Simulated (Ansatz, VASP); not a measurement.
# Bi2Te3: VASP beside Ansatz

```
Bi Te
1.0
     2.19573    1.26770   10.45354
    -2.19573    1.26770   10.45354
     0.00000   -2.53541   10.45354
Bi Te
2 3
Direct
  0.39836 0.39836 0.39836
  0.60164 0.60164 0.60164
  0.21359 0.21359 0.21359
  0.78641 0.78641 0.78641
  0.00000 0.00000 0.00000
```

Alike in both runs: task single point; functional PBE; k mesh 8 × 8 × 8; occupations fermi-dirac, width 0.02 eV; no spin polarisation.

|  | VASP | Ansatz |
| --- | --- | --- |
| version | VASP 6.6.1 | Ansatz 0.2.0 |
| potentials or method | VASP PAW PBE potentials, release 64 (Bi_d, Te) | plane waves, PAW |
| plane-wave cutoff (eV) | 520 | 420 |
| valence electrons in the cell | 48 | 78 |

|  | VASP | Ansatz | Ansatz less VASP |
| --- | --- | --- | --- |
| pressure (GPa) | 1.6 | 1.6 | +0.01 |
| traceless stress, the component that is largest in VASP (GPa) | -0.12 | -0.13 | -0.005 |
| rms of the force components (eV/Å) | 0.069 | 0.064 | -0.0053 |

Atom by atom the forces differ by 0.006 eV/Å (rms over components). VASP's potentials hold 48 valence electrons a cell and Ansatz's 78, so a difference there can come from the potentials and not from the codes.

Spin-orbit coupling is off throughout.
